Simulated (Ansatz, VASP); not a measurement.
## Ge: VASP beside Ansatz

The input INCAR:

```
SYSTEM = Ge
ALGO = Normal
EDIFF = 1E-6
ENCUT = 520
GGA = PS
ISIF = 2
ISMEAR = 0
LASPH = .TRUE.
LCHARG = .FALSE.
LREAL = .FALSE.
LWAVE = .FALSE.
NBANDS = 21
NELM = 60
PREC = Accurate
SIGMA = 0.1
```

File KPOINTS:

```
k-points
0
G
  14 14 14
  0 0 0
```

The input POSCAR:

```
Ge
1.0
    0.0000000000      2.8092149224      2.8092149224
    2.8092149224      0.0000000000      2.8092149224
    2.8092149224      2.8092149224      0.0000000000
Ge
2
Direct
    0.0000000000      0.0000000000      0.0000000000
    0.2500000000      0.2500000000      0.2500000000
```

Input for Ansatz:

```yaml
crystal:
  lattice:
    - [0.0, 2.8092149226, 2.8092149226]
    - [2.8092149226, 0.0, 2.8092149226]
    - [2.8092149226, 2.8092149226, 0.0]
  atoms:
    - { symbol: Ge, position: [0.0, 0.0, 0.0] }
    - { symbol: Ge, position: [0.25, 0.25, 0.25] }
basis:
  ecutwfc: 420
kpoints:
  mp_grid: { grid: [14, 14, 14] }
hamiltonian:
  xc: pbesol
scf:
  occupations: { method: gaussian, width: 0.1 }
output:
  forces: true
  stress: true
  eigenvalues: true
```

Alike in both runs: task single point; functional PBEsol; k mesh 14 × 14 × 14; occupations gaussian, width 0.1 eV; no spin polarisation.

|  | VASP | Ansatz |
| --- | --- | --- |
| version | VASP 6.6.1 | Ansatz 0.2.0 |
| potentials or method | VASP PAW PBE potentials, release 64 (Ge_d), cutoff 520 eV | scalar-relativistic, plane waves, PAW |
| valence electrons in the cell | 28 | 28 |

|  | VASP | Ansatz | Ansatz less VASP |
| --- | --- | --- | --- |
| gap on the k mesh at the Fermi level (eV) | 0.19 | 0.17 | -0.012 |
| least direct gap on the mesh (eV) | 0.19 | 0.17 | -0.012 |
| pressure (GPa) | 1.8 | 2.2 | +0.40 |

VASP's potentials were made for PBE, not for PBEsol. With one functional, cell and mesh, what is left measures potentials, basis and numerics.
